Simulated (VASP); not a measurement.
# Sr2Ir (Fm-3m) in VASP: notebook, part 2 of 2

VASP 6.6.1. Earlier steps stand in the parts before.

## (4) Single point, LDA

Contents of INCAR:

```
PREC = Accurate
ENCUT = 520
EDIFF = 1E-6
ISMEAR = 0
SIGMA = 0.1
LREAL = False
LASPH = True
NELM = 60
ALGO = Normal
ISIF = 2
LWAVE = False
LCHARG = True
LELF = True
LVHAR = True
NBANDS = 22
```

Contents of KPOINTS:

```
Automatic mesh
0
Gamma
  7 7 7
```

Contents of POSCAR:

```
Sr2Ir
1.0
    0.0000000000      3.6122277800      3.6122277800
    3.6122277800      0.0000000000      3.6122277800
    3.6122277800      3.6122277800      0.0000000000
Sr Ir
2 1
Direct
    0.7500000000      0.7500000000      0.7500000000
    0.2500000000      0.2500000000      0.2500000000
    0.0000000000      0.0000000000      0.0000000000
```

Potentials or basis: VASP PAW LDA potentials, release 64 (Sr_sv, Ir).

Command:

```console
$ cat potpaw_LDA.64/Sr_sv/POTCAR potpaw_LDA.64/Ir/POTCAR > POTCAR
$ mpirun -np 1 vasp_std > vasp.out
```

OUTCAR:

```text
PREC = Accurate
   ENCUT = 520
   EDIFF = 1E-6
   ISMEAR = 0
   LREAL = False
   LASPH = True
   NELM = 60
   ISIF = 2

 ion  position               nearest neighbor table
   1  0.750  0.750  0.750-   3 3.13   3 3.13   3 3.13   3 3.13   2 3.61   2 3.61   2 3.61   2 3.61
                             2 3.61   2 3.61
   2  0.250  0.250  0.250-   3 3.13   3 3.13   3 3.13   3 3.13   1 3.61   1 3.61   1 3.61   1 3.61
                             1 3.61   1 3.61
   3  0.000  0.000  0.000-   1 3.13   1 3.13   1 3.13   2 3.13   2 3.13   2 3.13   1 3.13   2 3.13

  LATTYP: Found a face centered cubic cell.
 ALAT       =     7.2244555600

  Lattice vectors:

 A1 = (   0.0000000000,   3.6122277800,   3.6122277800)
 A2 = (   3.6122277800,   0.0000000000,   3.6122277800)
 A3 = (   3.6122277800,   3.6122277800,   0.0000000000)

Analysis of symmetry for initial positions (statically):
=====================================================================
 Subroutine PRICEL returns:
 Original cell was already a primitive cell.

 Routine SETGRP: Setting up the symmetry group for a
 face centered cubic supercell.

 Subroutine GETGRP returns: Found 48 space group operations
 (whereof 48 operations were pure point group operations)
 out of a pool of 48 trial point group operations.

The static configuration has the point symmetry O_h .

Analysis of symmetry for dynamics (positions and initial velocities):
=====================================================================
 Subroutine PRICEL returns:
 Original cell was already a primitive cell.

 Routine SETGRP: Setting up the symmetry group for a
 face centered cubic supercell.

 Subroutine GETGRP returns: Found 48 space group operations
 (whereof 48 operations were pure point group operations)
 out of a pool of 48 trial point group operations.

The dynamic configuration has the point symmetry O_h .

 Subroutine INISYM returns: Found 48 space group operations
 (whereof 48 operations are pure point group operations),
[... 110 lines left out ...]
   IALGO  =     38    algorithm
   IMIX   =      4    mixing-type and parameters
     AMIX     =   0.40;   BMIX     =  1.00
     AMIX_MAG =   1.60;   BMIX_MAG =  1.00
  volume/ion in A,a.u.               =      31.42       212.05
  Fermi-wavevector in a.u.,A,eV,Ry     =   1.105153  2.088436 16.617652  1.221363
  Thomas-Fermi vector in A             =   2.241636
   LORBIT       =      0    0 simple, 1 ext, 2 COOP (PROOUT), +10 PAW based schemes
   GGA     = CA    functional components
   LHFCALC =     F    Hartree Fock is set to
   AEXX    =    0.0000 exact exchange contribution
   IVDW    =     0    specifies the selected vdW correction
   LEPSILON=     F    determine dielectric tensor
   LRPA    =     F    only Hartree local field effects (RPA)
 non-spin polarized calculation
 Gauss-broadening in eV      SIGMA  =   0.10
  energy-cutoff  :      520.00
  volume of cell :       94.27
 maximum number of plane-waves:      2637
 NGX is ok and might be reduce to    40
   NGX = 19   NGY = 19   NGZ = 19

 number of electron      29.0000000 magnetization

 Free energy of the ion-electron system (eV)
  ---------------------------------------------------
  ext. energy  EPLUGINS =         0.00000000
  ---------------------------------------------------
  free energy    TOTEN  =       -14.38107951 eV

  energy without entropy =      -14.36614675  energy(sigma->0) =      -14.37361313

 E-fermi :   2.6247     XC(G=0):  -9.4099

 val. band max:        2.6171956317   @ k =   0.4286   0.2857   0.1429
 cond. band min:       2.6288393691   @ k =   0.2857   0.1429   0.0000
 fundamental gap:      0.0116437374
 Fermi energy:         2.6246967866

 k-point     1 :       0.0000    0.0000    0.0000
  band No.  band energies     occupation
      1     -32.2242      2.00000
      2     -32.0960      2.00000
      3     -14.5567      2.00000
      4     -14.5567      2.00000
      5     -14.5567      2.00000
      6     -14.1365      2.00000
[... 489 lines left out ...]
     21       7.0226      0.00000
     22       7.8497      0.00000

------------------------ aborting loop because EDIFF is reached ----------------------------------------

  FORCE on cell =-STRESS in cart. coord.  units (eV):
  Direction    XX          YY          ZZ          XY          YZ          ZX
  --------------------------------------------------------------------------------------
  -------------------------------------------------------------------------------------
  Total       -1.8269650     -1.8269650     -1.8269650      0.0000000     -0.0000000      0.0000000
  in kB      -31.0517039    -31.0517039    -31.0517039      0.0000000     -0.0000000      0.0000000
  external PRESSURE =     -31.0517039 kB  Pullay stress =       0.0000000 kB

 VOLUME and BASIS-vectors are now :
 -----------------------------------------------------------------------------
  energy-cutoff  :      520.00
  volume of cell :       94.27
      direct lattice vectors                 reciprocal lattice vectors
     0.000000000  3.612227780  3.612227780    -0.138418735  0.138418735  0.138418735
     3.612227780  0.000000000  3.612227780     0.138418735 -0.138418735  0.138418735
     3.612227780  3.612227780  0.000000000     0.138418735  0.138418735 -0.138418735

 POSITION                                       TOTAL-FORCE (eV/Angst)
 -----------------------------------------------------------------------------------
      5.41834      5.41834      5.41834         0.000000      0.000000      0.000000
      1.80611      1.80611      1.80611        -0.000000     -0.000000     -0.000000
      0.00000      0.00000      0.00000         0.000000      0.000000     -0.000000
 -----------------------------------------------------------------------------------
    total drift:                               -0.000000     -0.000000      0.000000

  FREE ENERGIE OF THE ION-ELECTRON SYSTEM (eV)
  ---------------------------------------------------
  free  energy   TOTEN  =       -14.3810795104 eV

  energy  without entropy=      -14.3661467524  energy(sigma->0) =      -14.37361313
```

stdout:

```text
POSCAR found type information on POSCAR SrIr
 POSCAR found :  2 types and       3 ions
 scaLAPACK will be used
 LDA part: xc-table for (Slater(with rela. corr.)+CA(PZ))
 , standard interpolation
 POSCAR, INCAR and KPOINTS ok, starting setup
 FFT: planning ... GRIDC
 FFT: planning ... GRID_SOFT
 FFT: planning ... GRID
 WAVECAR not read
 entering main loop
```

It took 84 s on 1 thread of Intel Xeon 8259CL, shared host; peak memory 0.21 GiB.

What came out:

```yaml
Free_energy: -14.3811 eV
Pressure: -3.1 GPa
Band_gap_on_the_k_mesh: zero (an odd number of electrons rules out a gap without spin polarisation)
```

Caveat: the cell stands under tension; spin-orbit coupling is left out, which moves the levels of the heavy elements.

## (5) Single point, LDA

Contents of INCAR:

```
SYSTEM = Sr2Ir
PREC     = Accurate       ! precision mode
ENCUT    = 520            ! plane-wave cutoff, eV
EDIFF    = 1E-7           ! SCF threshold, eV
ISMEAR   = 0              ! smearing method
SIGMA    = 0.05           ! smearing width, eV
LREAL    = .FALSE.        ! projectors in reciprocal space
LASPH    = .TRUE.         ! aspherical terms in the spheres
NELM     = 80             ! most SCF steps
ALGO     = Normal         ! electronic algorithm
ISIF     = 2              ! what is computed and relaxed
LWAVE    = .FALSE.        ! write WAVECAR
LCHARG   = .FALSE.        ! write CHGCAR
GGA      = CA             ! functional
NBANDS   = 22             ! bands
```

Contents of KPOINTS:

```
Automatic mesh
0
G
  7 7 7
  0 0 0
```

POSCAR is that of step 4.

Potentials or basis: VASP PAW LDA potentials, release 64 (Sr_sv, Ir).

Command:

```console
$ cat potpaw_LDA.64/Sr_sv/POTCAR potpaw_LDA.64/Ir/POTCAR > POTCAR
$ mpirun -np 1 vasp_std > vasp.out
```

OUTCAR:

```text
SYSTEM = Sr2Ir
   PREC = Accurate
   ENCUT = 520
   EDIFF = 1E-7
   ISMEAR = 0
   LREAL = .FALSE.
   LASPH = .TRUE.
   NELM = 80
   ISIF = 2
   GGA = CA

 ion  position               nearest neighbor table
   1  0.750  0.750  0.750-   3 3.13   3 3.13   3 3.13   3 3.13   2 3.61   2 3.61   2 3.61   2 3.61
                             2 3.61   2 3.61
   2  0.250  0.250  0.250-   3 3.13   3 3.13   3 3.13   3 3.13   1 3.61   1 3.61   1 3.61   1 3.61
                             1 3.61   1 3.61
   3  0.000  0.000  0.000-   1 3.13   1 3.13   1 3.13   2 3.13   2 3.13   2 3.13   1 3.13   2 3.13

  LATTYP: Found a face centered cubic cell.
 ALAT       =     7.2244555600

  Lattice vectors:

 A1 = (   0.0000000000,   3.6122277800,   3.6122277800)
 A2 = (   3.6122277800,   0.0000000000,   3.6122277800)
 A3 = (   3.6122277800,   3.6122277800,   0.0000000000)

Analysis of symmetry for initial positions (statically):
=====================================================================
 Subroutine PRICEL returns:
 Original cell was already a primitive cell.

 Routine SETGRP: Setting up the symmetry group for a
 face centered cubic supercell.

 Subroutine GETGRP returns: Found 48 space group operations
 (whereof 48 operations were pure point group operations)
 out of a pool of 48 trial point group operations.

The static configuration has the point symmetry O_h .

Analysis of symmetry for dynamics (positions and initial velocities):
=====================================================================
 Subroutine PRICEL returns:
 Original cell was already a primitive cell.

 Routine SETGRP: Setting up the symmetry group for a
 face centered cubic supercell.

 Subroutine GETGRP returns: Found 48 space group operations
 (whereof 48 operations were pure point group operations)
 out of a pool of 48 trial point group operations.

The dynamic configuration has the point symmetry O_h .

 Subroutine INISYM returns: Found 48 space group operations
 (whereof 48 operations are pure point group operations),
 and found     1 'primitive' translations
[... 110 lines left out ...]
   IMIX   =      4    mixing-type and parameters
     AMIX     =   0.40;   BMIX     =  1.00
     AMIX_MAG =   1.60;   BMIX_MAG =  1.00
  volume/ion in A,a.u.               =      31.42       212.05
  Fermi-wavevector in a.u.,A,eV,Ry     =   1.105153  2.088436 16.617652  1.221363
  Thomas-Fermi vector in A             =   2.241636
   LORBIT       =      0    0 simple, 1 ext, 2 COOP (PROOUT), +10 PAW based schemes
   GGA     = CA    functional components
   LHFCALC =     F    Hartree Fock is set to
   AEXX    =    0.0000 exact exchange contribution
   IVDW    =     0    specifies the selected vdW correction
   LEPSILON=     F    determine dielectric tensor
   LRPA    =     F    only Hartree local field effects (RPA)
 non-spin polarized calculation
 Gauss-broadening in eV      SIGMA  =   0.05
  energy-cutoff  :      520.00
  volume of cell :       94.27
 maximum number of plane-waves:      2637
 NGX is ok and might be reduce to    40
   NGX = 19   NGY = 19   NGZ = 19

 number of electron      29.0000000 magnetization

 Free energy of the ion-electron system (eV)
  ---------------------------------------------------
  ext. energy  EPLUGINS =         0.00000000
  ---------------------------------------------------
  free energy    TOTEN  =       -14.37451445 eV

  energy without entropy =      -14.36855492  energy(sigma->0) =      -14.37153469

 E-fermi :   2.6252     XC(G=0):  -9.4099

 val. band max:        2.6172500303   @ k =   0.4286   0.2857   0.1429
 cond. band min:       2.6288800747   @ k =   0.2857   0.1429   0.0000
 fundamental gap:      0.0116300444
 Fermi energy:         2.6251589430

 k-point     1 :       0.0000    0.0000    0.0000
  band No.  band energies     occupation
      1     -32.2245      2.00000
      2     -32.0962      2.00000
      3     -14.5569      2.00000
      4     -14.5569      2.00000
      5     -14.5569      2.00000
      6     -14.1367      2.00000
[... 489 lines left out ...]
     21       7.0226      0.00000
     22       7.8497      0.00000

------------------------ aborting loop because EDIFF is reached ----------------------------------------

  FORCE on cell =-STRESS in cart. coord.  units (eV):
  Direction    XX          YY          ZZ          XY          YZ          ZX
  --------------------------------------------------------------------------------------
  -------------------------------------------------------------------------------------
  Total       -1.8432797     -1.8432797     -1.8432797      0.0000000      0.0000000      0.0000000
  in kB      -31.3289928    -31.3289928    -31.3289928      0.0000000      0.0000000      0.0000000
  external PRESSURE =     -31.3289928 kB  Pullay stress =       0.0000000 kB

 VOLUME and BASIS-vectors are now :
 -----------------------------------------------------------------------------
  energy-cutoff  :      520.00
  volume of cell :       94.27
      direct lattice vectors                 reciprocal lattice vectors
     0.000000000  3.612227780  3.612227780    -0.138418735  0.138418735  0.138418735
     3.612227780  0.000000000  3.612227780     0.138418735 -0.138418735  0.138418735
     3.612227780  3.612227780  0.000000000     0.138418735  0.138418735 -0.138418735

 POSITION                                       TOTAL-FORCE (eV/Angst)
 -----------------------------------------------------------------------------------
      5.41834      5.41834      5.41834        -0.000000     -0.000000     -0.000000
      1.80611      1.80611      1.80611         0.000000      0.000000      0.000000
      0.00000      0.00000      0.00000         0.000000      0.000000      0.000000
 -----------------------------------------------------------------------------------
    total drift:                               -0.000000     -0.000000      0.000000

  FREE ENERGIE OF THE ION-ELECTRON SYSTEM (eV)
  ---------------------------------------------------
  free  energy   TOTEN  =       -14.3745144475 eV

  energy  without entropy=      -14.3685549230  energy(sigma->0) =      -14.37153469
```

OSZICAR:

```text
N       E                     dE             d eps       ncg     rms          rms(c)
DAV:   1     0.201957360513E+03    0.20196E+03   -0.13064E+04   888   0.116E+03
DAV:   2     0.302422891869E+01   -0.19893E+03   -0.18174E+03   902   0.305E+02
DAV:   3    -0.135862424595E+02   -0.16610E+02   -0.16165E+02  1384   0.746E+01
DAV:   4    -0.148034015750E+02   -0.12172E+01   -0.12095E+01  1410   0.162E+01
DAV:   5    -0.148310163668E+02   -0.27615E-01   -0.27606E-01  1230   0.192E+00    0.237E+01
DAV:   6    -0.145392051150E+02    0.29181E+00   -0.99563E-01  1396   0.396E+00    0.165E+01
DAV:   7    -0.146230666478E+02   -0.83862E-01   -0.25137E+00  1362   0.936E+00    0.326E+00
DAV:   8    -0.143714012298E+02    0.25167E+00   -0.99648E-01  1250   0.464E+00    0.944E-01
DAV:   9    -0.143744401675E+02   -0.30389E-02   -0.35824E-02  1360   0.670E-01    0.645E-01
DAV:  10    -0.143747714975E+02   -0.33133E-03   -0.24625E-03  1098   0.247E-01    0.265E-01
DAV:  11    -0.143745090782E+02    0.26242E-03   -0.11650E-03  1344   0.164E-01    0.487E-02
DAV:  12    -0.143745252917E+02   -0.16213E-04   -0.53599E-05  1218   0.356E-02    0.265E-02
DAV:  13    -0.143745142524E+02    0.11039E-04   -0.50148E-05  1238   0.298E-02    0.345E-03
DAV:  14    -0.143745145371E+02   -0.28467E-06   -0.21787E-06  1190   0.771E-03    0.243E-03
DAV:  15    -0.143745144475E+02    0.89571E-07   -0.60213E-07  1032   0.368E-03
   1 F= -.14374514E+02 E0= -.14371535E+02  d E =-.595952E-02
```

stdout:

```text
POSCAR found type information on POSCAR SrIr
 POSCAR found :  2 types and       3 ions
 scaLAPACK will be used
 LDA part: xc-table for (Slater(with rela. corr.)+CA(PZ))
 , standard interpolation
 POSCAR, INCAR and KPOINTS ok, starting setup
 FFT: planning ... GRIDC
 FFT: planning ... GRID_SOFT
 FFT: planning ... GRID
 WAVECAR not read
 entering main loop
```

It took 89 s on 1 thread of Intel Xeon 8259CL, shared host; peak memory 0.21 GiB.

Results:

* Free energy: -14.3745 eV
* Pressure: -3.1 GPa
* Band gap on the k mesh: zero (an odd number of electrons rules out a gap without spin polarisation)

Caveat: the cell stands under tension; spin-orbit coupling is left out, which moves the levels of the heavy elements.

## (6) Single point, LDA

Contents of INCAR:

```
PREC     = Accurate       # precision mode
ENCUT    = 520            # plane-wave cutoff, eV
EDIFF    = 1E-6           # SCF threshold, eV
ISMEAR   = 0              # smearing method
SIGMA    = 0.025          # smearing width, eV
LREAL    = F              # projectors in reciprocal space
LASPH    = T              # aspherical terms in the spheres
NELM     = 80             # most SCF steps
ALGO     = Normal         # electronic algorithm
ISIF     = 2              # what is computed and relaxed
LWAVE    = F              # write WAVECAR
LCHARG   = F              # write CHGCAR
NBANDS   = 22             # bands
```

Contents of KPOINTS:

```
Automatic mesh
0
Gamma
  7 7 7
```

POSCAR is that of step 5.

Potentials or basis: VASP PAW LDA potentials, release 64 (Sr_sv, Ir).

Command:

```console
$ cat potpaw_LDA.64/Sr_sv/POTCAR potpaw_LDA.64/Ir/POTCAR > POTCAR
$ mpirun -np 1 vasp_std > vasp.out
```

It took 85 s on 1 thread of Intel Xeon 8259CL, shared host; peak memory 0.21 GiB.

It converged, with:

```yaml
Free_energy: -14.3716 eV
Pressure: -3.1 GPa
Band_gap_on_the_k_mesh: zero (an odd number of electrons rules out a gap without spin polarisation)
```

Levels at points of the mesh, in eV from the Fermi level:
```csv
k point,band 10,band 11,band 12,band 13,band 14,band 15,band 16,band 17,band 18,band 19
"(0.00, 0.00, 0.00)",-1.62,-1.62,-0.99,-0.99,-0.99,0.67,0.67,0.67,3.19,3.19
```

Caveat: the cell stands under tension; spin-orbit coupling is left out, which moves the levels of the heavy elements.

## (7) The runs side by side

| smearing | gap on the mesh (eV) | pressure (GPa) |
| --- | --- | --- |
| gaussian 0.25 eV | none | -3.1 |
| gaussian 0.15 eV | none | -3.1 |
| gaussian 0.1 eV | none | -3.1 |
| gaussian 0.05 eV | none | -3.1 |
| gaussian 0.025 eV | none | -3.1 |

Alike in all rows: task single point; level LDA; potentials or basis VASP PAW LDA potentials, release 64 (Sr_sv, Ir); no spin polarisation; cell as given; k mesh 7 × 7 × 7; cutoff (eV) 520.

Caveats: the cell stands under tension; spin-orbit coupling is left out, which moves the levels of the heavy elements; so wide a smearing shifts energies and pressures (at least some runs).

Absolute energies hang on the potentials; compare differences alone.
